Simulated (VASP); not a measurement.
# Al (P6_3/mmc) in VASP: further runs

Al is run at these levels: PBE; tasks: relaxation of cell and atoms.

All numbers are computed with VASP 6.6.1; they aren't measurements. Logs are shortened: lines on timing, memory, paths and dates and some standing lists are left out, and cuts for length are marked.

### Step 1. The cell of the first run

It takes space group P6_3/mmc (No. 194, hexagonal). Conventional cell: a = 2.651 Å, b = 2.651 Å, c = 4.295 Å, α = 90.00°, β = 90.00°, γ = 120.00°. Within 3.5 Å of Al (site symmetry -6m2) lie 12 Al at 2.64 to 2.65 Å.

### Step 2. Relaxation of cell and atoms, PBE, target pressure 30 GPa, at which the enthalpy is minimised

The input, INCAR:

```
ALGO = Normal
EDIFF = 1E-6
EDIFFG = -0.005
ENCUT = 600
GGA = PE
IBRION = 2
ISIF = 3
ISMEAR = -1
LASPH = T
LCHARG = F
LREAL = F
LWAVE = F
NELM = 60
NSW = 60
PREC = Accurate
PSTRESS = 300.0
SIGMA = 0.08
```

The input, KPOINTS:

```
k-points
0
Gamma
  17 17 9
```

The input, POSCAR:

```
Al
1.0
    2.6511850832      0.0000000000      0.0000000000
   -1.3255925416      2.2959936322      0.0000000000
    0.0000000000      0.0000000000      4.2949198347
Al
2
Direct
    0.3333333333      0.6666666667      0.2500000000
    0.6666666667      0.3333333333      0.7500000000
```

Potentials or basis: VASP PAW PBE potentials, release 64 (Al).

On the command line:

```
cat potpaw_PBE.64/Al/POTCAR > POTCAR
mpirun -np 1 vasp_std > vasp.out
```

OUTCAR:

```text
EDIFF = 1E-6
   EDIFFG = -0.005
   ENCUT = 600
   GGA = PE
   IBRION = 2
   ISIF = 3
   ISMEAR = -1
   LASPH = T
   LREAL = F
   NELM = 60
   NSW = 60
   PREC = Accurate
   PSTRESS = 300.0

 ion  position               nearest neighbor table
   1  0.333  0.667  0.250-   2 2.64   2 2.64   2 2.64   2 2.64   2 2.64   2 2.64
   2  0.667  0.333  0.750-   1 2.64   1 2.64   1 2.64   1 2.64   1 2.64   1 2.64

  LATTYP: Found a hexagonal cell.
 ALAT       =     2.6511850832
 C/A-ratio  =     1.6200000000

  Lattice vectors:

 A1 = (   2.6511850832,   0.0000000000,   0.0000000000)
 A2 = (  -1.3255925416,   2.2959936322,   0.0000000000)
 A3 = (   0.0000000000,   0.0000000000,   4.2949198347)

Analysis of symmetry for initial positions (statically):
=====================================================================
 Subroutine PRICEL returns:
 Original cell was already a primitive cell.

 Routine SETGRP: Setting up the symmetry group for a
 hexagonal supercell.

 Subroutine GETGRP returns: Found 24 space group operations
 (whereof 12 operations were pure point group operations)
 out of a pool of 24 trial point group operations.

The static configuration has the point symmetry D_3d.
 The point group associated with its full space group is D_6h.

Analysis of symmetry for dynamics (positions and initial velocities):
=====================================================================
 Subroutine PRICEL returns:
 Original cell was already a primitive cell.

 Routine SETGRP: Setting up the symmetry group for a
 hexagonal supercell.

 Subroutine GETGRP returns: Found 24 space group operations
 (whereof 12 operations were pure point group operations)
 out of a pool of 24 trial point group operations.

The dynamic configuration has the point symmetry D_3d.
 The point group associated with its full space group is D_6h.

 Subroutine INISYM returns: Found 24 space group operations
 (whereof 12 operations are pure point group operations),
 and found     1 'primitive' translations

----------------------------------------------------------------------------------------

                                     Primitive cell

  volume of cell :      26.1436

  direct lattice vectors                    reciprocal lattice vectors
     2.651185083  0.000000000  0.000000000     0.377189811  0.217770639  0.000000000
    -1.325592542  2.295993632  0.000000000     0.000000000  0.435541278  0.000000000
     0.000000000  0.000000000  4.294919835     0.000000000  0.000000000  0.232833217

  length of vectors
     2.651185083  2.651185083  4.294919835     0.435541278  0.435541278  0.232833217

  position of ions in fractional coordinates (direct lattice)
     0.333333333  0.666666667  0.250000000
     0.666666667  0.333333333  0.750000000

  ion indices of the primitive-cell ions
   primitive index   ion index
                 1           1
                 2           2

----------------------------------------------------------------------------------------

 KPOINTS: k-points

Automatic generation of k-mesh.
 Grid dimensions read from file:
 generate k-points for:   17   17    9

 Generating k-lattice:

  Cartesian coordinates                     Fractional coordinates (reciprocal lattice)
     0.022187636  0.012810038  0.000000000     0.058823529 -0.000000000  0.000000000
     0.000000000  0.025620075  0.000000000     0.000000000  0.058823529  0.000000000
     0.000000000  0.000000000  0.025870357     0.000000000  0.000000000  0.111111111

  Length of vectors
     0.025620075  0.025620075  0.025870357

  Shift w.r.t. Gamma in fractional coordinates (k-lattice)
     0.000000000  0.000000000  0.000000000

 Subroutine IBZKPT returns following result:
 ===========================================

 Found    165 irreducible k-points:

 Following reciprocal coordinates:
            Coordinates               Weight
  0.000000  0.000000  0.000000      1.000000
  0.058824  0.000000  0.000000      6.000000
  0.117647  0.000000  0.000000      6.000000
  0.176471  0.000000  0.000000      6.000000
  0.235294  0.000000  0.000000      6.000000
  0.294118  0.000000  0.000000      6.000000
[... 16 lines left out ...]
  0.411765  0.117647  0.000000     12.000000
  0.176471  0.176471  0.000000      6.000000
 [... further k-points ...]
   k-points           NKPTS =    165   k-points in BZ     NKDIM =    165   number of bands    NBANDS=      7
   number of dos      NEDOS =    301   number of ions     NIONS =      2
   total plane-waves  NPLWV =  20736
   dimension x,y,z NGX =    24 NGY =   24 NGZ =   36
   dimension x,y,z NGXF=    48 NGYF=   48 NGZF=   72
   ions per type =               2
   NGX,Y,Z   is equivalent  to a cutoff of  15.05, 15.05, 13.93 a.u.
   NGXF,Y,Z  is equivalent  to a cutoff of  30.10, 30.10, 27.87 a.u.
 SYSTEM =  unknown system
   PREC   = accura    normal or accurate (medium, high low for compatibility)
   ISTART =      0    job   : 0-new  1-cont  2-samecut
   ICHARG =      2    charge: 1-file 2-atom 10-const
   ISPIN  =      1    spin polarized calculation?
   LNONCOLLINEAR =      F non collinear calculations
   LSORBIT =      F    spin-orbit coupling
   LASPH  =      T    aspherical Exc in radial PAW
   ENCUT  =  600.0 eV  44.10 Ry    6.64 a.u.   5.30  5.30  8.58*2*pi/ulx,y,z
   NELM   =     60;   NELMIN=  2; NELMDL= -5     # of ELM steps
   EDIFF  = 0.1E-05   stopping-criterion for ELM
   LREAL  =      F    real-space projection
   EDIFFG = -.5E-02   stopping-criterion for IOM
   NSW    =     60    number of steps for IOM
   IBRION =      2    ionic relax: 0-MD 1-quasi-New 2-CG
   NFREE  =      1    steps in history (QN), initial steepest desc. (CG)
   ISIF   =      3    stress and relaxation
   ISYM   =      2    0-nonsym 1-usesym 2-fastsym
   POTIM  = 0.5000    time-step for ionic-motion
   TEBEG  =    0.0;   TEEND  =   0.0 temperature during run
   PSTRESS=  300.0 pullay stress
   NELECT =       6.0000    total number of electrons
   NUPDOWN=      -1.0000    fix difference up-down
   EMIN   =  10.00;   EMAX   =-10.00  energy-range for DOS
   EFERMI =   0.00;   METHOD = LEGACY
   ISMEAR =    -1;   SIGMA  =   0.08  broadening in eV -4-tet -1-fermi 0-gaus
   EFERMI_NEDOS =   21; number of points for ismear=-14 and -15
   IALGO  =     38    algorithm
   IMIX   =      4    mixing-type and parameters
     AMIX     =   0.40;   BMIX     =  1.00
     AMIX_MAG =   1.60;   BMIX_MAG =  1.00
  volume/ion in A,a.u.               =      13.07        88.21
  Fermi-wavevector in a.u.,A,eV,Ry     =   1.002313  1.894097 13.668837  1.004631
  Thomas-Fermi vector in A             =   2.134792
   LORBIT       =      0    0 simple, 1 ext, 2 COOP (PROOUT), +10 PAW based schemes
   GGA     = PE    functional components
   LHFCALC =     F    Hartree Fock is set to
   AEXX    =    0.0000 exact exchange contribution
   IVDW    =     0    specifies the selected vdW correction
   LEPSILON=     F    determine dielectric tensor
   LRPA    =     F    only Hartree local field effects (RPA)
 conjugate gradient relaxation of ions
 non-spin polarized calculation
  energy-cutoff  :      600.00
  volume of cell :       26.14
 maximum number of plane-waves:       886
 NGX is ok and might be reduce to    24
   NGX = 11   NGY = 11   NGZ = 17

--------------------------------------- Ionic step        1  -------------------------------------------

 number of electron       6.0000000 magnetization

 Free energy of the ion-electron system (eV)
  ---------------------------------------------------
  ext. energy  EPLUGINS =         0.00000000
  ---------------------------------------------------
  free energy    TOTEN  =        -6.89012997 eV

  energy without entropy =       -6.87619005  energy(sigma->0) =       -6.88316001

------------------------ aborting loop because EDIFF is reached ----------------------------------------

  FORCE on cell =-STRESS in cart. coord.  units (eV):
  Direction    XX          YY          ZZ          XY          YZ          ZX
  --------------------------------------------------------------------------------------
  -------------------------------------------------------------------------------------
  Total        4.8453401      4.8453401      5.2355894      0.0000000     -0.0000000      0.0000000
  in kB      296.9402402    296.9402402    320.8561517      0.0000000     -0.0000000      0.0000000
  external PRESSURE =       4.9122107 kB  Pullay stress =     300.0000000 kB
[... 137 lines left out ...]
  enthalpy is  TOTEN    =        -1.9962332185 eV   P V=        4.8968612712

--------------------------------------- Ionic step        5  -------------------------------------------

 number of electron       6.0000000 magnetization

 Free energy of the ion-electron system (eV)
  ---------------------------------------------------
  ext. energy  EPLUGINS =         0.00000000
  ---------------------------------------------------
  free energy    TOTEN  =        -6.90277033 eV

  energy without entropy =       -6.88865025  energy(sigma->0) =       -6.89571029

 E-fermi :  10.6597     XC(G=0): -11.0638

 val. band max:       10.6541530460   @ k =   0.1765   0.1176   0.2222
 cond. band min:      10.7055615924   @ k =   0.4118  -0.0000   0.0000
 fundamental gap:      0.0514085464
 Fermi energy:        10.6596549390

 k-point     1 :       0.0000    0.0000    0.0000
  band No.  band energies     occupation
      1      -2.1981      2.00000
      2       5.0644      2.00000
      3       5.8679      2.00000
      4      22.9748      0.00000
      5      22.9748      0.00000
      6      23.2737      0.00000
      7      23.2737      0.00000
[... 221 lines left out ...]
 k-point    24 :       0.1765    0.1765    0.0000
  band No.  band energies     occupation
      1       0.4040      2.00000
      2       7.4602      2.00000
      3       8.1774      2.00000
      4      12.7304      0.00000
      5      13.6053      0.00000
      6      19.1389      0.00000
      7      20.2564      0.00000

 [... further k-points ...]

------------------------ aborting loop because EDIFF is reached ----------------------------------------

  FORCE on cell =-STRESS in cart. coord.  units (eV):
  Direction    XX          YY          ZZ          XY          YZ          ZX
  --------------------------------------------------------------------------------------
  -------------------------------------------------------------------------------------
  Total        4.9084192      4.9084192      4.9122311      0.0000000      0.0000000      0.0000000
  in kB      300.1203778    300.1203778    300.3534555      0.0000000      0.0000000      0.0000000
  external PRESSURE =       0.1980703 kB  Pullay stress =     300.0000000 kB
[... 17 lines left out ...]
  FREE ENERGIE OF THE ION-ELECTRON SYSTEM (eV)
  ---------------------------------------------------
  free  energy   TOTEN  =        -6.9027703345 eV

  energy  without entropy=       -6.8886502457  energy(sigma->0) =       -6.89571029

  enthalpy is  TOTEN    =        -1.9963199001 eV   P V=        4.9064504344

 reached required accuracy - stopping structural energy minimisation
```

Wall time 42 s (1 thread of AMD EPYC 9R45 (Zen 5), shared host); peak memory 0.14 GiB.

What came out:

- Free energy: -6.9028 eV
- Relaxed volume: 13.10 Å³/atom
- Relaxed cell: a = 2.644 Å, b = 2.644 Å, c = 4.329 Å, α = 90.00°, β = 90.00°, γ = 120.00°
- Space group after relaxing (to 0.05 Å): P6_3/mmc (No. 194)
- Energy change on relaxing (the enthalpy is what falls): -6.3 meV/atom
- Ionic steps: 5
- Pressure after relaxing: 30.0 GPa
- Band gap on the k mesh: zero (band 3 reaches 14.31 eV, above the bottom of band 4 at 7.39 eV)

Step by step:
```tsv
step	energy change (eV)	largest force (eV/Å)	pressure (GPa)	volume (Å³)
1	0.0000	0.0000	30.49	26.14
2	-0.0296	0.0000	29.37	26.29
3	-0.0266	0.0000	29.48	26.28
4	-0.0030	0.0000	30.39	26.15
5	-0.0126	0.0000	30.02	26.20
```

Final structure:
```
Al
1.0
     2.64377    0.00000    0.00000
    -1.32188    2.28957    0.00000
     0.00000    0.00000    4.32892
Al
2
Direct
  0.33333 0.66667 0.25000
  0.66667 0.33333 0.75000
```

Caveat: the cell is relaxed towards a set pressure, so the enthalpy falls and the energy may rise.

(Part 1 of 2 ends here.)
